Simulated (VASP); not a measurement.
# BiS: relaxation of shape and atoms at fixed volume with r2SCAN

BiS:

```
Bi S
1.0
     3.74029    0.00000    0.00000
    -1.87014    3.23918    0.00000
     0.00000    0.00000    4.11392
Bi S
1 1
Direct
  0.00000 0.00000 0.00000
  0.66667 0.33333 0.50000
```

| Property | Result |
| --- | --- |
| Program | VASP 6.6.1 |
| Task | relaxation of shape and atoms at fixed volume |
| Functional | r2SCAN |
| Potentials or basis | VASP PAW PBE potentials, release 64 (Bi_d, S) |
| Cutoff | 600 eV |
| k mesh | 10 × 10 × 8 |
| Occupations | gaussian, width 0.05 eV |
| Spin | no spin polarisation |
| Dipole correction | no |
| Further INCAR settings | ALGO = Normal; EDIFF = 1e-06; IBRION = 2; EDIFFG = -0.01; NSW = 60; ISIF = 4 |

- Energy gained by relaxing: 0.2 meV/atom
- Ionic steps: 2
- Pressure after relaxing: -1.2 GPa
- Band gap on the k mesh: zero (an odd number of electrons rules out a gap without spin polarisation)

Stress tensor (GPa, compression positive):
```
-1.19  0.00  0.00
 0.00 -1.19  0.00
 0.00  0.00 -1.28
```

Step by step:
```
step  energy change (eV)  largest force (eV/Å)  pressure (GPa)  volume (Å³)
   1              0.0000                0.0000           -1.32        49.84
   2             -0.0003                0.0000           -1.22        49.84
```

Final structure:
```cif
data_structure
_symmetry_space_group_name_H-M 'P 1'
_symmetry_Int_Tables_number 1
_cell_length_a 3.7459
_cell_length_b 3.7459
_cell_length_c 4.1015
_cell_angle_alpha 90.000
_cell_angle_beta 90.000
_cell_angle_gamma 120.000
_cell_volume 49.84
loop_
_atom_site_label
_atom_site_type_symbol
_atom_site_fract_x
_atom_site_fract_y
_atom_site_fract_z
_atom_site_occupancy
Bi1 Bi 0.00000 0.00000 0.00000 1
S1 S 0.66667 0.33333 0.50000 1
```

Levels at points of the mesh, in eV from the Fermi level:
| k point | band 7 | band 8 | band 9 | band 10 | band 11 | band 12 | band 13 | band 14 |
| --- | --- | --- | --- | --- | --- | --- | --- | --- |
| (0.00, 0.00, 0.00) | -9.34 | -4.81 | -2.06 | -2.06 | 2.93 | 2.93 | 4.61 | 5.08 |
| (0.50, 0.00, 0.00) | -11.18 | -3.73 | -3.40 | -3.01 | -0.62 | 1.07 | 3.67 | 4.41 |
| (0.00, 0.00, 0.50) | -12.85 | -1.57 | -1.57 | -0.82 | 0.66 | 2.75 | 2.75 | 8.47 |
| (0.50, 0.00, 0.50) | -10.95 | -5.98 | -5.67 | -2.18 | 0.60 | 1.28 | 2.45 | 8.51 |

It took 3.1 min on 1 thread of Intel(R) Xeon(R) Platinum 8559C (Emerald Rapids), with other jobs on the host, peak memory 0.22 GiB.

Caveat: the PAW data sets were made with another functional, which shifts forces and pressure a little; spin-orbit coupling is left out, which moves the levels of the heavy elements; an odd number of electrons without spin polarisation forces a metal; a magnetic or distorted state may lie lower.
